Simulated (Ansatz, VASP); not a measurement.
# Li2TaO2: VASP beside Ansatz

The input INCAR:

```
SYSTEM = Li2TaO2
PREC = Accurate
ENCUT = 600
EDIFF = 1E-7
ISMEAR = 0
SIGMA = 0.1
LREAL = .FALSE.
LASPH = .TRUE.
NELM = 100
ALGO = Normal
ISIF = 3
LWAVE = .FALSE.
LCHARG = .FALSE.
GGA = PE
IBRION = 2
NSW = 90
EDIFFG = -0.04
```

The input KPOINTS:

```
Automatic mesh
0
G
  6 6 6
  0 0 0
```

Contents of POSCAR:

```
Li2TaO2
1.0
    4.3188874000      0.0000000000      0.0000000000
   -2.1594437000      3.7402662000      0.0000000000
    0.0000000000      0.0000000000      3.6516839000
Li Ta O
2 1 2
Direct
    0.3333333300      0.6666666700      0.5000000000
    0.6666666700      0.3333333300      0.5000000000
    0.0000000000      0.0000000000      0.0000000000
    0.3333333300      0.6666666700      0.0000000000
    0.6666666700      0.3333333300      0.0000000000
```

Input for Ansatz:

```yaml
crystal:
  lattice:
    - [4.3188874, 0.0, 0.0]
    - [-2.1594437, 3.7402662, 0.0]
    - [0.0, 0.0, 3.6516839]
  atoms:
    - { symbol: Li, position: [0.33333333, 0.66666667, 0.5] }
    - { symbol: Li, position: [0.66666667, 0.33333333, 0.5] }
    - { symbol: Ta, position: [0.0, 0.0, 0.0] }
    - { symbol: O, position: [0.33333333, 0.66666667, 0.0] }
    - { symbol: O, position: [0.66666667, 0.33333333, 0.0] }
basis:
  ecutwfc: 420
kpoints:
  mp_grid: { grid: [6, 6, 6] }
hamiltonian:
  xc: pbe
scf:
  occupations: { method: gaussian, width: 0.1 }
  lower_state_search: "off"
output:
  forces: true
  stress: true
  eigenvalues: true
relax:
  adjacent_minimum: "off"
  f_tol: 0.04
  max_steps: 70
  cell: { stress_tol: 0.4 }
```

Alike in both runs: task relaxation of cell and atoms; functional PBE; k mesh 6 × 6 × 6; occupations gaussian, width 0.1 eV; no spin polarisation.

```csv
,VASP,Ansatz
version,VASP 6.6.1,Ansatz 0.2.0
potentials or method,"VASP PAW PBE potentials, release 64 (Li_sv, Ta_pv, O), cutoff 600 eV","scalar-relativistic, plane waves, PAW"
valence electrons in the cell,29,31
```

|  | VASP | Ansatz | Ansatz less VASP |
| --- | --- | --- | --- |
| gap on the k mesh at the Fermi level, each at its own relaxed structure (eV) | none | none | - |
| relaxed volume (Å³/atom) | 9.75 | 9.75 | -0.001 |
| relaxed cell length with the largest relative difference (Å) | 3.666 | 3.664 | -0.0012 |

A gap of «none» marks a metal or a gap that the smearing closes. VASP's potentials hold 29 valence electrons a cell and Ansatz's 31, so a difference there can come from the potentials and not from the codes.

Spin-orbit coupling is off throughout. Noted on VASP's run: the cutoff is short for stress, so the pressure is rough; the volume moved by over 15 % at a fixed basis, so the end points are rough.
